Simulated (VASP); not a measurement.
# CaSiH6 (P4/mmm) in VASP: a series of runs, part 2 of 2

VASP 6.6.1. The steps go on from the part before.

## Step 4: Relaxation of cell and atoms, r2SCAN+rVV10

This run uses another cell than the first one, of 6.95 Å³/atom.

POSCAR

```
CaSiH6
1.0
    3.2367129449      0.0000000000      0.0000000000
    0.0000000000      3.2367129449      0.0000000000
    0.0000000000      0.0000000000      5.3095993348
Ca H Si
1 6 1
Direct
    0.5000000000      0.5000000000      0.5000000000
    0.5000000000      0.5000000000      0.0000000000
    0.0000000000      0.0000000000      0.5000000000
    0.0000000000      0.5000000000      0.1847376629
    0.5000000000      0.0000000000      0.8152623371
    0.5000000000      0.0000000000      0.1847376629
    0.0000000000      0.5000000000      0.8152623371
    0.0000000000      0.0000000000      0.0000000000
```

INCAR.step1

```
PREC = Accurate
ENCUT = 600
ISMEAR = -1
SIGMA = 0.03
LREAL = False
LASPH = True
NELM = 80
GGA = PE
ALGO = Normal
EDIFF = 1E-4
LWAVE = True
LCHARG = False
```

INCAR.step2

```
PREC = Accurate
ENCUT = 600
EDIFF = 1E-6
ISMEAR = -1
SIGMA = 0.03
LREAL = False
LASPH = True
NELM = 80
ALGO = Normal
ISIF = 3
LWAVE = False
LCHARG = False
METAGGA = R2SCAN
LMIXTAU = True
LUSE_VDW = True
IVDW_NL = 2
BPARAM = 11.95
CPARAM = 0.0093
IBRION = 2
NSW = 100
EDIFFG = -0.01
ISTART = 1
```

KPOINTS

```
Automatic mesh
0
Gamma
  8 8 4
```

Potentials or basis: VASP PAW PBE potentials, release 64 (Ca_sv, H, Si).

Launch:

```sh
cat potpaw_PBE.64/Ca_sv/POTCAR potpaw_PBE.64/H/POTCAR potpaw_PBE.64/Si/POTCAR > POTCAR
cp INCAR.step1 INCAR
mpirun -np 1 vasp_std > vasp.out
cp INCAR.step2 INCAR
mpirun -np 1 vasp_std > vasp.out
```

OUTCAR:

```text
PREC = Accurate
   ENCUT = 600
   EDIFF = 1E-6
   ISMEAR = -1
   LREAL = False
   LASPH = True
   NELM = 80
   ISIF = 3
   METAGGA = R2SCAN
   IVDW_NL = 2
   BPARAM = 11.95
   IBRION = 2
   NSW = 100
   EDIFFG = -0.01
   ISTART = 1

 ion  position               nearest neighbor table
   1  0.500  0.500  0.500-
   2  0.500  0.500  0.000-
   3  0.000  0.000  0.500-
   4  0.000  0.500  0.185-   8 1.89   8 1.89
   5  0.500  0.000  0.815-   8 1.89   8 1.89
   6  0.500  0.000  0.185-   8 1.89   8 1.89
   7  0.000  0.500  0.815-   8 1.89   8 1.89
   8  0.000  0.000  0.000-   4 1.89   5 1.89   6 1.89   7 1.89   4 1.89   7 1.89   5 1.89   6 1.89

  LATTYP: Found a simple tetragonal cell.
 ALAT       =     3.2367129449
 C/A-ratio  =     1.6404294805

[... 418 lines left out ...]
 cond. band min:       4.5847663912   @ k =   0.1250   0.1250   0.0000
 fundamental gap:      0.1617639933
 Fermi energy:         4.4232923687

 k-point     1 :       0.0000    0.0000    0.0000
  band No.  band energies     occupation
      1     -37.3322      2.00000
      2     -17.5904      2.00000
      3     -17.2765      2.00000
      4     -17.2765      2.00000
      5      -9.1617      2.00000
      6      -2.6574      2.00000
      7      -0.3433      2.00000
      8       1.6058      2.00000
      9       5.8270      0.00000
     10       5.9213      0.00000
     11       6.4694      0.00000
     12       6.4694      0.00000
     13       7.8433      0.00000
     14       8.3772      0.00000
[... 401 lines left out ...]
      2     -17.8015      2.00000
      3     -17.4992      2.00000
      4     -17.2992      2.00000
      5      -5.6562      2.00000
      6      -4.9647      2.00000
      7      -0.9065      2.00000
      8       0.8485      2.00000
      9       2.6558      2.00000
     10       4.6004      0.00545
     11       4.9219      0.00000
     12       7.8538      0.00000
     13       8.8304      0.00000
     14       9.3393      0.00000
     15       9.9395      0.00000

 [... further k-points ...]
[... 5 lines left out ...]
  --------------------------------------------------------------------------------------
  -------------------------------------------------------------------------------------
  Total       -0.0188032     -0.0188032      0.0147295      0.0000000      0.0000000      0.0000000
  in kB       -0.5307145     -0.5307145      0.4157350      0.0000000      0.0000000      0.0000000
  external PRESSURE =      -0.2152313 kB  Pullay stress =       0.0000000 kB
[... 23 lines left out ...]
  FREE ENERGIE OF THE ION-ELECTRON SYSTEM (eV)
  ---------------------------------------------------
  free  energy   TOTEN  =       -33.3180796282 eV

  energy  without entropy=      -33.3157086202  energy(sigma->0) =      -33.31689412

 reached required accuracy - stopping structural energy minimisation
```

OSZICAR.step1:

```text
N       E                     dE             d eps       ncg     rms          rms(c)
DAV:   1     0.108304816430E+03    0.10830E+03   -0.10468E+04  1350   0.135E+03
DAV:   2    -0.200193145354E+02   -0.12832E+03   -0.12577E+03  1602   0.306E+02
DAV:   3    -0.258665818780E+02   -0.58473E+01   -0.57724E+01  2608   0.572E+01
DAV:   4    -0.259251387324E+02   -0.58557E-01   -0.58545E-01  1575   0.536E+00
DAV:   5    -0.259268389069E+02   -0.17002E-02   -0.17001E-02  2217   0.654E-01    0.695E+00
DAV:   6    -0.251235646621E+02    0.80327E+00   -0.92279E-01  1681   0.490E+00    0.359E+00
DAV:   7    -0.249562592029E+02    0.16731E+00   -0.78106E-01  1679   0.480E+00    0.670E-01
DAV:   8    -0.249540629960E+02    0.21962E-02   -0.85690E-02  1749   0.175E+00    0.300E-01
DAV:   9    -0.249535715430E+02    0.49145E-03   -0.50735E-03  1778   0.539E-01    0.125E-01
DAV:  10    -0.249536840833E+02   -0.11254E-03   -0.52539E-04  1807   0.186E-01    0.547E-02
DAV:  11    -0.249536992522E+02   -0.15169E-04   -0.11681E-04  1126   0.639E-02
   1 F= -.24953699E+02 E0= -.24952846E+02  d E =-.170719E-02
```

Run time: 25 min. Hardware: 1 thread of Oxide Virtual Turin-like, shared host; peak memory 0.32 GiB.

Results:

- Free energy: -33.3181 eV
- Relaxed volume: 7.10 Å³/atom
- Relaxed cell: a = 3.229 Å, b = 3.229 Å, c = 5.445 Å, α = 90.00°, β = 90.00°, γ = 90.00°
- Space group after relaxing (to 0.1 Å): P4/mmm (No. 123)
- Energy gained by relaxing: 2.9 meV/atom
- Ionic steps: 6
- Pressure after relaxing: 0.0 GPa
- Band gap on the k mesh: zero (bands 10 and 11 overlap by 4.49 eV)

The path:
| step | energy change (eV) | largest force (eV/Å) | pressure (GPa) | volume (Å³) |
| --- | --- | --- | --- | --- |
| 1 | 0.0000 | 0.1148 | 0.86 | 55.63 |
| 2 | -0.0099 | 0.1076 | 0.58 | 55.93 |
| 3 | -0.0207 | 0.0883 | -0.02 | 56.64 |
| 4 | -0.0208 | 0.0868 | -0.08 | 56.71 |
| 5 | -0.0228 | 0.0327 | -0.04 | 56.74 |
| 6 | -0.0231 | 0.0006 | -0.02 | 56.76 |

Final structure:
```xyz
8
Lattice="3.2289 0.0000 0.0000 0.0000 3.2289 0.0000 0.0000 0.0000 5.4445" Properties=species:S:1:pos:R:3 pbc="T T T"
Ca    1.6145    1.6145    2.7223
H     1.6145    1.6145    0.0000
H     0.0000    0.0000    2.7223
H     3.2289    1.6145    0.9729
H     1.6145    0.0000    4.4716
H     1.6145    0.0000    0.9729
H     0.0000    1.6145    4.4716
Si    0.0000    0.0000    0.0000
```

Levels at points of the mesh, in eV from the Fermi level:
```tsv
k point	band 6	band 7	band 8	band 9	band 10	band 11	band 12	band 13	band 14	band 15
(0.00, 0.00, 0.00)	-7.08	-4.77	-2.82	1.40	1.50	2.05	2.05	3.42	3.95	5.32
(0.50, 0.00, 0.00)	-9.70	-5.24	-3.17	-2.33	0.37	3.31	3.35	3.70	5.50	5.77
(0.50, 0.50, 0.00)	-7.39	-6.33	-4.51	-3.17	-3.17	-2.78	0.32	6.02	6.02	6.56
(0.00, 0.00, 0.50)	-8.46	-2.65	-2.47	-0.05	0.64	1.79	1.79	4.02	5.28	6.55
(0.50, 0.00, 0.50)	-9.45	-5.66	-4.12	-0.49	1.58	2.10	3.00	3.79	4.58	4.72
(0.50, 0.50, 0.50)	-7.56	-5.71	-4.43	-4.26	-2.64	-2.64	2.49	3.87	4.13	4.13
```

Caveat: the PAW data sets were made with another functional, which shifts forces and pressure a little.

## Step 5: Overview

| task | level | cell | k mesh | cutoff (eV) | gap on the mesh (eV) | pressure (GPa) | relaxed volume (Å³/atom) |
| --- | --- | --- | --- | --- | --- | --- | --- |
| single point | r2SCAN+rVV10 | a = 3.225, b = 3.225, c = 5.436 Å, 8 atoms, atomic positions A | 8 × 8 × 6 | 520 | none | 0.1 | - |
| relaxation of cell and atoms | PBEsol | relaxed from a = 3.601, b = 3.601, c = 8.017 Å, 8 atoms, atomic positions B | 6 × 6 × 4 | 600 | none | 0.0 | 6.98 |
| relaxation of cell and atoms | r2SCAN+rVV10 | relaxed from a = 3.237, b = 3.237, c = 5.310 Å, 8 atoms, atomic positions C | 8 × 8 × 4 | 600 | none | 0.0 | 7.10 |

Alike in all rows: potentials or basis VASP PAW PBE potentials, release 64 (Ca_sv, H, Si); no spin polarisation; smearing fermi-dirac 0.03 eV.

Caveats: the PAW data sets were made with another functional, which shifts forces and pressure a little; the volume moved by over 15 % at a fixed basis, so the end points are rough (at least some runs).

Absolute energies hang on the potentials; compare differences alone.

The gap in the log of VASP goes by the Fermi energy; the results here count the filled bands.